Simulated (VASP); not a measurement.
Wanted: the native input for a VASP 6.6.1 run.

```
Task                   : single point
Functional             : r2SCAN
Potentials or basis    : VASP PAW PBE potentials, release 64 (Zn, O)
Cutoff                 : 520 eV
k mesh                 : 6 × 6 × 4
Occupations            : gaussian, width 0.1 eV
Spin                   : no spin polarisation
Dipole correction      : no
Further INCAR settings : ALGO = Normal; EDIFF = 1e-07; NBANDS = 26
```

The system is ZnO.

```
Zn O
1.0
     3.24940    0.00000    0.00000
    -1.62470    2.81406    0.00000
     0.00000    0.00000    5.20380
Zn O
2 2
Cartesian
  0.0000 1.8760 0.0000
  1.6247 0.9380 2.6019
  0.0000 1.8760 1.9931
  1.6247 0.9380 4.5950
```

The input as run:

POSCAR

```
ZnO
1.0
    3.2494000000      0.0000000000      0.0000000000
   -1.6247000000      2.8140629500      0.0000000000
    0.0000000000      0.0000000000      5.2038000000
Zn O
2 2
Direct
    0.3333333300      0.6666666700      0.0000000000
    0.6666666700      0.3333333300      0.5000000000
    0.3333333300      0.6666666700      0.3830000000
    0.6666666700      0.3333333300      0.8830000000
```

INCAR.step1

```
PREC     = Accurate       # precision mode
ENCUT    = 520            # plane-wave cutoff, eV
ISMEAR   = 0              # smearing method
SIGMA    = 0.1            # smearing width, eV
LREAL    = False          # projectors in reciprocal space
LASPH    = True           # aspherical terms in the spheres
NELM     = 100            # most SCF steps
NBANDS   = 26             # bands
GGA      = PE             # functional
ALGO     = Normal         # electronic algorithm
EDIFF    = 1E-4           # SCF threshold, eV
LWAVE    = True           # write WAVECAR
LCHARG   = False          # write CHGCAR
```

INCAR.step2

```
PREC     = Accurate       # precision mode
ENCUT    = 520            # plane-wave cutoff, eV
EDIFF    = 1E-7           # SCF threshold, eV
ISMEAR   = 0              # smearing method
SIGMA    = 0.1            # smearing width, eV
LREAL    = False          # projectors in reciprocal space
LASPH    = True           # aspherical terms in the spheres
NELM     = 100            # most SCF steps
ALGO     = Normal         # electronic algorithm
ISIF     = 2              # what is computed and relaxed
LWAVE    = False          # write WAVECAR
LCHARG   = True           # write CHGCAR
METAGGA  = R2SCAN         # meta-GGA
LMIXTAU  = True         
LELF     = True           # ELF
LVHAR    = True         
NBANDS   = 26             # bands
ISTART   = 1
```

KPOINTS

```
regular mesh
0
Gamma
  6 6 4
```

Potentials or basis: VASP PAW PBE potentials, release 64 (Zn, O).

The run is started by

```bash
$ cat potpaw_PBE.64/Zn/POTCAR potpaw_PBE.64/O/POTCAR > POTCAR
$ cp INCAR.step1 INCAR
$ mpirun -np 1 vasp_std > vasp.out
$ cp INCAR.step2 INCAR
$ mpirun -np 1 vasp_std > vasp.out
```

It gave:

```json
{
 "Pressure": "-0.1 GPa",
 "Largest force": "0.049 eV/Å",
 "Band gap on the k mesh": "1.23 eV"
}
```

Caveat: the PAW data sets were made with another functional, which shifts forces and pressure a little.

It took 42 s on 1 thread of Intel(R) Xeon(R) 6975P-C (Granite Rapids), with other jobs on the host, peak memory 0.17 GiB.
